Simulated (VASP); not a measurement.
Set up this calculation in VASP 6.6.1, as the native input.

```
Task                   : relaxation of cell and atoms
Functional             : PBE
Potentials or basis    : VASP PAW PBE potentials, release 64 (B, N)
Cutoff                 : 600 eV
k mesh                 : 14 × 14 × 14
Occupations            : fermi-dirac, width 0.1 eV
Spin                   : no spin polarisation
Target pressure        : 32 GPa
Dipole correction      : no
Further INCAR settings : ALGO = Normal; EDIFF = 1e-07; IBRION = 2; EDIFFG = -0.005; NSW = 32; ISIF = 3
```

The structure of BN (CsCl type) lies in POSCAR:

```
BN
1.0
    2.2402587192      0.0000000000      0.0000000000
    0.0000000000      2.2402587192      0.0000000000
    0.0000000000      0.0000000000      2.2402587192
B N
1 1
Direct
    0.0000000000      0.0000000000      0.0000000000
    0.5000000000      0.5000000000      0.5000000000
```

These files were run (other wordings do the same):

INCAR

```
SYSTEM = BN
PREC     = Accurate       ! precision mode
ENCUT    = 600            ! plane-wave cutoff, eV
EDIFF    = 1E-7           ! SCF threshold, eV
ISMEAR   = -1             ! smearing method
SIGMA    = 0.1            ! smearing width, eV
LREAL    = .FALSE.        ! projectors in reciprocal space
LASPH    = .TRUE.         ! aspherical terms in the spheres
NELM     = 80             ! most SCF steps
ALGO     = Normal         ! electronic algorithm
ISIF     = 3              ! what is computed and relaxed
LWAVE    = .FALSE.        ! write WAVECAR
LCHARG   = .FALSE.        ! write CHGCAR
GGA      = PE             ! functional
IBRION   = 2              ! ionic algorithm
NSW      = 32             ! ionic steps
EDIFFG   = -0.005         ! ionic threshold
PSTRESS  = 320.0
```

KPOINTS

```
regular mesh
0
G
  14 14 14
  0 0 0
```

Potentials or basis: VASP PAW PBE potentials, release 64 (B, N).

The run is started by

```sh
$ cat potpaw_PBE.64/B/POTCAR potpaw_PBE.64/N/POTCAR > POTCAR
$ mpirun -np 1 vasp_std > vasp.out
```

It gave:

The relaxed volume is 5.62 Å³/atom, the relaxed cell is a = 2.239 Å, b = 2.239 Å, c = 2.239 Å, α = 90.00°, β = 90.00°, γ = 90.00° and the space group after relaxing (to 0.05 Å) is Pm-3m (No. 221). The energy change on relaxing (the enthalpy is what falls) is +1.2 meV/atom, the ionic steps are 3 and the pressure after relaxing is 32.0 GPa. The band gap on the k mesh is zero (band 4 reaches 11.56 eV, above the bottom of band 5 at 8.00 eV).

Caveat: the cell is relaxed towards a set pressure, so the enthalpy falls and the energy may rise.

Wall time 9.7 s on 1 thread of Intel(R) Xeon(R) Platinum 8488C (Sapphire Rapids), with other jobs on the host, peak memory 0.12 GiB.
